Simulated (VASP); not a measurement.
Here is a VASP 6.6.1 calculation.

Contents of INCAR:

```
SYSTEM = ScAl3As4
PREC = Accurate ; ENCUT = 500
EDIFF = 1E-6 ; ISMEAR = 0
SIGMA = 0.2 ; LREAL = .FALSE.
LASPH = .TRUE. ; NELM = 120
ALGO = Normal ; ISIF = 2
LWAVE = .FALSE. ; LCHARG = .FALSE.
GGA = PE ; NBANDS = 30
GGA_COMPAT = .FALSE.
```

The input KPOINTS:

```
Automatic mesh
0
G
  3 3 3
  0 0 0
```

The input POSCAR:

```
ScAl3As4
1.0
    5.3770799570      0.0000000000      0.0000000000
    0.0000000000      5.3770799570      0.0000000000
    0.0000000000      0.0000000000      5.3770799570
Sc Al As
1 3 4
Direct
    0.0000000000      0.0000000000      0.0000000000
    0.5000000000      0.0000000000      0.5000000000
    0.5000000000      0.5000000000      0.0000000000
    0.0000000000      0.5000000000      0.5000000000
    0.5000000000      0.0000000000      0.0000000000
    0.5000000000      0.5000000000      0.5000000000
    0.0000000000      0.5000000000      0.0000000000
    0.0000000000      0.0000000000      0.5000000000
```

Potentials or basis: VASP PAW PBE potentials, release 64 (Sc_sv, Al, As).

Run with:

```bash
$ cat potpaw_PBE.64/Sc_sv/POTCAR potpaw_PBE.64/Al/POTCAR potpaw_PBE.64/As/POTCAR > POTCAR
$ mpirun -np 1 vasp_std > vasp.out
```

(1) Estimate the band gap on the k mesh.

(2) What does it give for the pressure?

## Answers

(1) zero (bands 20 and 21 overlap by 0.41 eV).

(2) 0.2 GPa.

Caveat: the k points lie up to 0.39 Å⁻¹ apart; semilocal functionals underestimate gaps, and a narrow one can read as zero.
